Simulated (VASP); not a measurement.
# Te2Pb3Se (P-3m1) in VASP: further runs, part 2 of 2

VASP 6.6.1.

## 3. Single point, PBE

This run uses another cell than the first one, of 31.73 Å³/atom.

Input file INCAR:

```
SYSTEM = Te2Pb3Se
ALGO = Normal
EDIFF = 1E-6
ENCUT = 520
GGA = PE
ISIF = 2
ISMEAR = 0
LASPH = .TRUE.
LCHARG = .FALSE.
LREAL = .FALSE.
LWAVE = .FALSE.
NBANDS = 39
NELM = 60
PREC = Accurate
SIGMA = 0.1
```

Input file KPOINTS:

```
k-points
0
G
  6 6 2
  0 0 0
```

Input file POSCAR:

```
Te2Pb3Se
1.0
    4.4770610600      0.0000000000      0.0000000000
   -2.2385305300      3.8772486100      0.0000000000
    0.0000000000      0.0000000000     10.9665151400
Te Pb Se
2 3 1
Direct
    0.3333333300      0.6666666700      0.6666666700
    0.6666666700      0.3333333300      0.3333333300
    0.6666666700      0.3333333300      0.8333333300
    0.0000000000      0.0000000000      0.5000000000
    0.3333333300      0.6666666700      0.1666666700
    0.0000000000      0.0000000000      0.0000000000
```

Potentials or basis: VASP PAW PBE potentials, release 64 (Te, Pb_d, Se).

Launch:

```console
cat potpaw_PBE.64/Te/POTCAR potpaw_PBE.64/Pb_d/POTCAR potpaw_PBE.64/Se/POTCAR > POTCAR
mpirun -np 1 vasp_std > vasp.out
```

OUTCAR:

```text
SYSTEM = Te2Pb3Se
   EDIFF = 1E-6
   ENCUT = 520
   GGA = PE
   ISIF = 2
   ISMEAR = 0
   LASPH = .TRUE.
   LREAL = .FALSE.
   NELM = 60
   PREC = Accurate

 ion  position               nearest neighbor table
   1  0.333  0.667  0.667-   3 3.17   3 3.17   4 3.17   3 3.17   4 3.17   4 3.17
   2  0.667  0.333  0.333-   5 3.17   5 3.17   4 3.17   5 3.17   4 3.17   4 3.17
   3  0.667  0.333  0.833-   1 3.17   1 3.17   6 3.17   1 3.17   6 3.17   6 3.17
   4  0.000  0.000  0.500-   1 3.17   2 3.17   1 3.17   2 3.17   2 3.17   1 3.17
   5  0.333  0.667  0.167-   2 3.17   2 3.17   6 3.17   2 3.17   6 3.17   6 3.17
   6  0.000  0.000  0.000-   3 3.17   5 3.17   5 3.17   3 3.17   3 3.17   5 3.17

  LATTYP: Found a hexagonal cell.
 ALAT       =     4.4770610600
 C/A-ratio  =     2.4494897418

  Lattice vectors:

 A1 = (   4.4770610600,   0.0000000000,   0.0000000000)
 A2 = (  -2.2385305300,   3.8772486100,   0.0000000000)
 A3 = (   0.0000000000,   0.0000000000,  10.9665151400)

Analysis of symmetry for initial positions (statically):
=====================================================================
 Subroutine PRICEL returns:
 Original cell was already a primitive cell.

 Routine SETGRP: Setting up the symmetry group for a
 hexagonal supercell.

 Subroutine GETGRP returns: Found 12 space group operations
 (whereof 12 operations were pure point group operations)
 out of a pool of 24 trial point group operations.

The static configuration has the point symmetry D_3d.

Analysis of symmetry for dynamics (positions and initial velocities):
=====================================================================
 Subroutine PRICEL returns:
 Original cell was already a primitive cell.

 Routine SETGRP: Setting up the symmetry group for a
 hexagonal supercell.

 Subroutine GETGRP returns: Found 12 space group operations
 (whereof 12 operations were pure point group operations)
 out of a pool of 24 trial point group operations.

The dynamic configuration has the point symmetry D_3d.

 Subroutine INISYM returns: Found 12 space group operations
 (whereof 12 operations are pure point group operations),
 and found     1 'primitive' translations

----------------------------------------------------------------------------------------

                                     Primitive cell

  volume of cell :     190.3642

  direct lattice vectors                    reciprocal lattice vectors
     4.477061060  0.000000000  0.000000000     0.223360813  0.128957426  0.000000000
    -2.238530530  3.877248610  0.000000000     0.000000000  0.257914852  0.000000000
     0.000000000  0.000000000 10.966515140     0.000000000  0.000000000  0.091186670

  length of vectors
     4.477061060  4.477061058 10.966515140     0.257914852  0.257914852  0.091186670

  position of ions in fractional coordinates (direct lattice)
     0.333333330  0.666666670  0.666666670
     0.666666670  0.333333330  0.333333330
     0.666666670  0.333333330  0.833333330
     0.000000000  0.000000000  0.500000000
     0.333333330  0.666666670  0.166666670
     0.000000000  0.000000000  0.000000000

  ion indices of the primitive-cell ions
   primitive index   ion index
                 1           1
                 2           2
                 3           3
                 4           4
                 5           5
                 6           6

[... 38 lines left out ...]
  0.500000 -0.000000  0.500000      3.000000
  0.166667  0.166667  0.500000      6.000000
  0.333333  0.166667  0.500000     12.000000
  0.333333  0.333333  0.500000      2.000000
   k-points           NKPTS =     14   k-points in BZ     NKDIM =     14   number of bands    NBANDS=     39
   number of dos      NEDOS =    301   number of ions     NIONS =      6
   total plane-waves  NPLWV = 108864
   dimension x,y,z NGX =    36 NGY =   36 NGZ =   84
   dimension x,y,z NGXF=    72 NGYF=   72 NGZF=  168
   ions per type =               2   3   1
   NGX,Y,Z   is equivalent  to a cutoff of  13.37, 13.37, 12.73 a.u.
   NGXF,Y,Z  is equivalent  to a cutoff of  26.74, 26.74, 25.47 a.u.
 SYSTEM =  Te2Pb3Se
   PREC   = accura    normal or accurate (medium, high low for compatibility)
   ISTART =      0    job   : 0-new  1-cont  2-samecut
   ICHARG =      2    charge: 1-file 2-atom 10-const
   ISPIN  =      1    spin polarized calculation?
   LNONCOLLINEAR =      F non collinear calculations
   LSORBIT =      F    spin-orbit coupling
   LASPH  =      T    aspherical Exc in radial PAW
   ENCUT  =  520.0 eV  38.22 Ry    6.18 a.u.   8.32  8.32 20.39*2*pi/ulx,y,z
   NELM   =     60;   NELMIN=  2; NELMDL= -5     # of ELM steps
   EDIFF  = 0.1E-05   stopping-criterion for ELM
   LREAL  =      F    real-space projection
   EDIFFG = 0.1E-04   stopping-criterion for IOM
   NSW    =      0    number of steps for IOM
   IBRION =     -1    ionic relax: 0-MD 1-quasi-New 2-CG
   NFREE  =      0    steps in history (QN), initial steepest desc. (CG)
   ISIF   =      2    stress and relaxation
   ISYM   =      2    0-nonsym 1-usesym 2-fastsym
   POTIM  = 0.5000    time-step for ionic-motion
   TEBEG  =    0.0;   TEEND  =   0.0 temperature during run
   PSTRESS=    0.0 pullay stress
   NELECT =      60.0000    total number of electrons
   NUPDOWN=      -1.0000    fix difference up-down
   EMIN   =  10.00;   EMAX   =-10.00  energy-range for DOS
   EFERMI =   0.00;   METHOD = LEGACY
   ISMEAR =     0;   SIGMA  =   0.10  broadening in eV -4-tet -1-fermi 0-gaus
   EFERMI_NEDOS =   21; number of points for ismear=-14 and -15
   IALGO  =     38    algorithm
   IMIX   =      4    mixing-type and parameters
     AMIX     =   0.40;   BMIX     =  1.00
     AMIX_MAG =   1.60;   BMIX_MAG =  1.00
  volume/ion in A,a.u.               =      31.73       214.11
  Fermi-wavevector in a.u.,A,eV,Ry     =   1.114115  2.105373 16.888271  1.241253
  Thomas-Fermi vector in A             =   2.250707
   LORBIT       =      0    0 simple, 1 ext, 2 COOP (PROOUT), +10 PAW based schemes
   GGA     = PE    functional components
   LHFCALC =     F    Hartree Fock is set to
   AEXX    =    0.0000 exact exchange contribution
   IVDW    =     0    specifies the selected vdW correction
   LEPSILON=     F    determine dielectric tensor
   LRPA    =     F    only Hartree local field effects (RPA)
 non-spin polarized calculation
 Gauss-broadening in eV      SIGMA  =   0.10
  energy-cutoff  :      520.00
  volume of cell :      190.36
 maximum number of plane-waves:      5158
 NGX is ok and might be reduce to    36
   NGX = 17   NGY = 17   NGZ = 41

 number of electron      59.9999993 magnetization

 Free energy of the ion-electron system (eV)
  ---------------------------------------------------
  ext. energy  EPLUGINS =         0.00000000
  ---------------------------------------------------
  free energy    TOTEN  =       -22.98347216 eV

  energy without entropy =      -22.98347061  energy(sigma->0) =      -22.98347139

 E-fermi :   5.8800     XC(G=0):  -9.4108

 val. band max:        5.6062389720   @ k =   0.0000   0.0000   0.5000
 cond. band min:       6.1660839884   @ k =   0.5000  -0.0000   0.5000
 fundamental gap:      0.5598450164
 Fermi energy:         5.8799911787

 k-point     1 :       0.0000    0.0000    0.0000
  band No.  band energies     occupation
      1     -11.2672      2.00000
      2     -11.2672      2.00000
      3     -11.2417      2.00000
      4     -11.2334      2.00000
      5     -11.2334      2.00000
      6     -11.1885      2.00000
[... 577 lines left out ...]
     38      10.6245      0.00000
     39      10.6245      0.00000

------------------------ aborting loop because EDIFF is reached ----------------------------------------

  FORCE on cell =-STRESS in cart. coord.  units (eV):
  Direction    XX          YY          ZZ          XY          YZ          ZX
  --------------------------------------------------------------------------------------
  -------------------------------------------------------------------------------------
  Total        3.4439887      3.4439886      3.4506216      0.0000000      0.0000000      0.0000000
  in kB       28.9859131     28.9859130     29.0417384      0.0000000      0.0000000      0.0000000
  external PRESSURE =      29.0045215 kB  Pullay stress =       0.0000000 kB

 VOLUME and BASIS-vectors are now :
 -----------------------------------------------------------------------------
  energy-cutoff  :      520.00
  volume of cell :      190.36
      direct lattice vectors                 reciprocal lattice vectors
     4.477061060  0.000000000  0.000000000     0.223360813  0.128957426  0.000000000
    -2.238530530  3.877248610  0.000000000     0.000000000  0.257914852  0.000000000
     0.000000000  0.000000000 10.966515140     0.000000000  0.000000000  0.091186670

 POSITION                                       TOTAL-FORCE (eV/Angst)
 -----------------------------------------------------------------------------------
     -0.00000      2.58483      7.31101        -0.000000     -0.000000      0.027846
      2.23853      1.29242      3.65551         0.000000      0.000000     -0.027846
      2.23853      1.29242      9.13876        -0.000000      0.000000      0.796213
      0.00000      0.00000      5.48326         0.000000      0.000000      0.000000
     -0.00000      2.58483      1.82775         0.000000     -0.000000     -0.796213
      0.00000      0.00000      0.00000         0.000000      0.000000      0.000000
 -----------------------------------------------------------------------------------
    total drift:                               -0.000000      0.000000     -0.000000

  FREE ENERGIE OF THE ION-ELECTRON SYSTEM (eV)
  ---------------------------------------------------
  free  energy   TOTEN  =       -22.9834721620 eV

  energy  without entropy=      -22.9834706120  energy(sigma->0) =      -22.98347139
```

OSZICAR:

```text
N       E                     dE             d eps       ncg     rms          rms(c)
DAV:   1     0.628702872801E+03    0.62870E+03   -0.26776E+04  1092   0.157E+03
DAV:   2     0.478381031373E+02   -0.58086E+03   -0.56423E+03  1092   0.422E+02
DAV:   3    -0.199570306003E+02   -0.67795E+02   -0.65625E+02  1401   0.167E+02
DAV:   4    -0.233967908928E+02   -0.34398E+01   -0.34062E+01  1281   0.390E+01
DAV:   5    -0.235680394420E+02   -0.17125E+00   -0.17121E+00  1317   0.880E+00    0.582E+00
DAV:   6    -0.229701614802E+02    0.59788E+00   -0.93826E-01  1564   0.560E+00    0.387E+00
DAV:   7    -0.229844444257E+02   -0.14283E-01   -0.59600E-01  1375   0.268E+00    0.157E+00
DAV:   8    -0.229833661009E+02    0.10783E-02   -0.62821E-02  1357   0.171E+00    0.407E-01
DAV:   9    -0.229830627940E+02    0.30331E-03   -0.11335E-02  1333   0.535E-01    0.211E-01
DAV:  10    -0.229833360010E+02   -0.27321E-03   -0.12513E-03  1363   0.183E-01    0.112E-01
DAV:  11    -0.229834749336E+02   -0.13893E-03   -0.22455E-04  1480   0.768E-02    0.321E-02
DAV:  12    -0.229834754699E+02   -0.53632E-06   -0.64332E-05  1529   0.535E-02    0.202E-02
DAV:  13    -0.229834716923E+02    0.37776E-05   -0.21354E-05  1202   0.276E-02    0.589E-03
DAV:  14    -0.229834721620E+02   -0.46971E-06   -0.35804E-06  1110   0.119E-02
   1 F= -.22983472E+02 E0= -.22983471E+02  d E =-.155000E-05
```

Run time: 60 s. Hardware: 1 thread of Intel Xeon 6975P-C (Granite Rapids), shared host; peak memory 0.36 GiB.

What came out:

```
Free energy            : -22.9835 eV
Pressure               : 2.9 GPa
Largest force          : 0.796 eV/Å
Band gap on the k mesh : 0.56 eV (least direct gap 0.57 eV)
```

Forces in eV/Å, atoms in the order of the input:
```
Te   0.000  0.000  0.028
Te   0.000  0.000 -0.028
Pb   0.000  0.000  0.796
Pb   0.000  0.000  0.000
Pb   0.000  0.000 -0.796
Se   0.000  0.000  0.000
```

Caveat: spin-orbit coupling is left out, which moves the levels of the heavy elements. A k mesh can miss the band edges.

## 4. Single point, PBE

This run uses another cell than the first one, of 33.62 Å³/atom.

Input file INCAR:

```
PREC = Accurate ; ENCUT = 520
EDIFF = 1E-6 ; ISMEAR = 0
SIGMA = 0.1 ; LREAL = F
LASPH = T ; NELM = 80
ALGO = Normal ; ISIF = 2
LWAVE = F ; LCHARG = F
GGA = PE ; NBANDS = 39
```

Input file KPOINTS:

```
Automatic mesh
0
Gamma
  6 6 2
```

Input file POSCAR:

```
Te2Pb3Se
1.0
    4.5658263830      0.0000000000      0.0000000000
   -2.2829131915      3.9541216369      0.0000000000
    0.0000000000      0.0000000000     11.1734940839
Te Pb Se
2 3 1
Direct
    0.3333333333      0.6666666667      0.6730704059
    0.6666666667      0.3333333333      0.3269295941
    0.6666666667      0.3333333333      0.8475973657
    0.0000000000      0.0000000000      0.5000000000
    0.3333333333      0.6666666667      0.1524026343
    0.0000000000      0.0000000000      0.0000000000
```

Launch:

```console
cat potpaw_PBE.64/Te/POTCAR potpaw_PBE.64/Pb_d/POTCAR potpaw_PBE.64/Se/POTCAR > POTCAR
mpirun -np 1 vasp_std > vasp.out
```

It took 64 s on 1 thread of Intel Xeon 6975P-C (Granite Rapids), shared host; peak memory 0.36 GiB.

It converged, with:

| Quantity | Value |
| --- | --- |
| Free energy | -23.1976 eV |
| Pressure | -0.1 GPa |
| Largest force | 0.028 eV/Å |
| Band gap on the k mesh | 0.70 eV (least direct gap 0.71 eV) |

Forces on the atoms (eV/Å):
```
Te   0.000  0.000  0.022
Te   0.000  0.000 -0.022
Pb   0.000  0.000 -0.028
Pb   0.000  0.000  0.000
Pb   0.000  0.000  0.028
Se   0.000  0.000  0.000
```

Levels at points of the mesh, in eV from the valence-band top:
```
           k point  band 26  band 27  band 28  band 29  band 30  band 31  band 32  band 33  band 34  band 35
(0.00, 0.00, 0.00)    -0.94    -0.79    -0.79    -0.45    -0.43     1.41     1.65     2.03     2.03     2.11
(0.50, 0.00, 0.00)    -2.13    -1.67    -1.36    -1.19    -1.18     2.08     2.16     2.50     2.72     3.00
(0.00, 0.00, 0.50)    -0.99    -0.91    -0.71    -0.71     0.00     0.74     1.52     1.52     2.95     3.10
(0.50, 0.00, 0.50)    -2.17    -2.15    -0.88    -0.84    -0.01     0.70     1.54     1.55     3.78     3.91
```

Caveat: spin-orbit coupling is left out, which moves the levels of the heavy elements.

## 5. Single point, PBE (29.51 Å³/atom)

Input file INCAR:

```
PREC     = Accurate       # precision mode
ENCUT    = 520            # plane-wave cutoff, eV
EDIFF    = 1E-6           # SCF threshold, eV
ISMEAR   = 0              # smearing method
SIGMA    = 0.02           # smearing width, eV
LREAL    = F              # projectors in reciprocal space
LASPH    = T              # aspherical terms in the spheres
NELM     = 100            # most SCF steps
ALGO     = Normal         # electronic algorithm
ISIF     = 2              # what is computed and relaxed
LWAVE    = F              # write WAVECAR
LCHARG   = F              # write CHGCAR
GGA      = PE             # functional
NBANDS   = 39             # bands
```

Input file KPOINTS:

```
regular mesh
0
Gamma
  6 6 4
```

Input file POSCAR:

```
Te2Pb3Se
1.0
    4.3726511100      0.0000000000      0.0000000000
   -2.1863255550      3.7868269431      0.0000000000
    0.0000000000      0.0000000000     10.6931313457
Te Pb Se
2 3 1
Direct
    0.3333333333      0.6666666667      0.6739295709
    0.6666666667      0.3333333333      0.3260704291
    0.6666666667      0.3333333333      0.8482093409
    0.0000000000      0.0000000000      0.5000000000
    0.3333333333      0.6666666667      0.1517906591
    0.0000000000      0.0000000000      0.0000000000
```

Launch:

```console
cat potpaw_PBE.64/Te/POTCAR potpaw_PBE.64/Pb_d/POTCAR potpaw_PBE.64/Se/POTCAR > POTCAR
mpirun -np 1 vasp_std > vasp.out
```

Run time: 77 s. Hardware: 1 thread of Intel Xeon 6975P-C (Granite Rapids), shared host; peak memory 0.39 GiB.

The run converged. Its results:

* Free energy: -22.7368 eV
* Pressure: 7.0 GPa
* Band gap on the k mesh: 0.36 eV (least direct gap 0.38 eV)

Forces on the atoms (eV/Å):
```
Te   0.000  0.000 -0.001
Te   0.000  0.000  0.001
Pb   0.000  0.000 -0.003
Pb   0.000  0.000  0.000
Pb   0.000  0.000  0.003
Se   0.000  0.000  0.000
```

Levels at points of the mesh, in eV from the valence-band top:
```csv
k point,band 27,band 28,band 29,band 30,band 31,band 32,band 33,band 34
"(0.00, 0.00, 0.00)",-1.29,-1.29,-0.63,-0.57,1.25,1.47,1.72,1.72
"(0.50, 0.00, 0.00)",-2.34,-1.99,-1.61,-1.57,1.97,2.02,2.32,2.57
"(0.00, 0.00, 0.50)",-1.25,-1.19,-1.19,0.00,0.42,1.13,1.13,2.89
"(0.50, 0.00, 0.50)",-2.85,-1.39,-1.34,-0.01,0.36,1.16,1.17,3.39
```

Caveat: the cell stands under pressure; spin-orbit coupling is left out, which moves the levels of the heavy elements. A k mesh can miss the band edges.

## 6. Single point, PBE (30.52 Å³/atom)

This run uses another cell than the first one, of 30.52 Å³/atom.

Input file INCAR:

```
PREC = Accurate ; ENCUT = 520
EDIFF = 1E-7 ; ISMEAR = 0
SIGMA = 0.02 ; LREAL = F
LASPH = T ; NELM = 80
ALGO = Normal ; ISIF = 2
LWAVE = F ; LCHARG = F
GGA = PE ; NBANDS = 39
```

KPOINTS is that of step 5.

Input file POSCAR:

```
Te2Pb3Se
1.0
    4.4207897973      0.0000000000      0.0000000000
   -2.2103948987      3.8285162693      0.0000000000
    0.0000000000      0.0000000000     10.8181635905
Te Pb Se
2 3 1
Direct
    0.3333333333      0.6666666667      0.6737696906
    0.6666666667      0.3333333333      0.3262303094
    0.6666666667      0.3333333333      0.8479622227
    0.0000000000      0.0000000000      0.5000000000
    0.3333333333      0.6666666667      0.1520377773
    0.0000000000      0.0000000000      0.0000000000
```

Potentials or basis: VASP PAW PBE potentials, release 64 (Te, Pb_d, Se).

Launch:

```console
cat potpaw_PBE.64/Te/POTCAR potpaw_PBE.64/Pb_d/POTCAR potpaw_PBE.64/Se/POTCAR > POTCAR
mpirun -np 1 vasp_std > vasp.out
```

Run time: 94 s. Hardware: 1 thread of Intel Xeon 6975P-C (Granite Rapids), shared host; peak memory 0.4 GiB.

Results (log left out):

```
Free energy            : -22.9578 eV
Pressure               : 4.7 GPa
Band gap on the k mesh : 0.46 eV (least direct gap 0.48 eV)
```

Levels at points of the mesh, in eV from the valence-band top:
| k point | band 28 | band 29 | band 30 | band 31 | band 32 | band 33 |
| --- | --- | --- | --- | --- | --- | --- |
| (0.00, 0.00, 0.00) | -1.15 | -0.57 | -0.55 | 1.30 | 1.53 | 1.82 |
| (0.50, 0.00, 0.00) | -1.82 | -1.50 | -1.46 | 2.01 | 2.06 | 2.38 |
| (0.00, 0.00, 0.50) | -1.06 | -1.06 | 0.00 | 0.51 | 1.25 | 1.25 |
| (0.50, 0.00, 0.50) | -1.25 | -1.20 | -0.02 | 0.46 | 1.27 | 1.28 |

Caveat: the cell stands under pressure; spin-orbit coupling is left out, which moves the levels of the heavy elements.

## 7. The runs side by side

```csv
task,cell,k mesh,cutoff (eV),smearing,gap on the mesh (eV),pressure (GPa),largest force (eV/Å)
relaxation of shape and atoms at fixed volume,"relaxed from a = 4.372, b = 4.372, c = 10.698 Å, angles 90.0, 90.0, 120.0°, 6 atoms, atomic positions A",6 × 6 × 4,600,gaussian 0.02 eV,0.36,7.0,0.01
single point,"a = 4.477, b = 4.477, c = 10.967 Å, angles 90.0, 90.0, 120.0°, 6 atoms, atomic positions B",6 × 6 × 2,520,gaussian 0.1 eV,0.56,2.9,0.80
single point,"a = 4.566, b = 4.566, c = 11.173 Å, angles 90.0, 90.0, 120.0°, 6 atoms, atomic positions A",6 × 6 × 2,520,gaussian 0.1 eV,0.70,-0.1,0.03
single point,"a = 4.373, b = 4.373, c = 10.693 Å, angles 90.0, 90.0, 120.0°, 6 atoms, atomic positions A",6 × 6 × 4,520,gaussian 0.02 eV,0.36,7.0,-
single point,"a = 4.421, b = 4.421, c = 10.818 Å, angles 90.0, 90.0, 120.0°, 6 atoms, atomic positions A",6 × 6 × 4,520,gaussian 0.02 eV,0.46,4.7,-
```

Alike in all rows: level PBE; potentials or basis VASP PAW PBE potentials, release 64 (Te, Pb_d, Se); no spin polarisation.

Caveats: spin-orbit coupling is left out, which moves the levels of the heavy elements; the cell stands under pressure (at least some runs).

Total energies depend on the potentials used, so only differences within one code and one set of settings carry meaning.
